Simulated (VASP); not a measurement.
Here is a VASP 6.6.1 calculation.

File INCAR:

```
PREC = Accurate ; ENCUT = 520
EDIFF = 1E-6 ; ISMEAR = 0
SIGMA = 0.05 ; LREAL = F
LASPH = T ; NELM = 80
ALGO = Normal ; ISIF = 2
LWAVE = F ; LCHARG = F
NBANDS = 15
```

Contents of KPOINTS:

```
regular mesh
0
Gamma
  8 8 8
```

Contents of POSCAR:

```
KF
1.0
    0.0839449204      2.6380500045      2.6380500045
    2.6380500045      0.0839449204      2.6380500045
    2.6380500045      2.6380500045      0.0839449204
K F
1 1
Direct
    0.0000000000      0.0000000000      0.0000000000
    0.5000000000      0.5000000000      0.5000000000
```

Potentials or basis: VASP PAW LDA potentials, release 64 (K_sv, F).

Command:

```sh
$ cat potpaw_LDA.64/K_sv/POTCAR potpaw_LDA.64/F/POTCAR > POTCAR
$ mpirun -np 1 vasp_std > vasp.out
```

Task: Estimate the pressure.

Result: -0.5 GPa.

Task: Predict the band gap on the k mesh.

Result: 6.23 eV, direct.

Stress tensor (GPa, compression positive):
```
-0.54 -0.49 -0.49
-0.49 -0.54 -0.49
-0.49 -0.49 -0.54
```

A k mesh can miss the band edges.
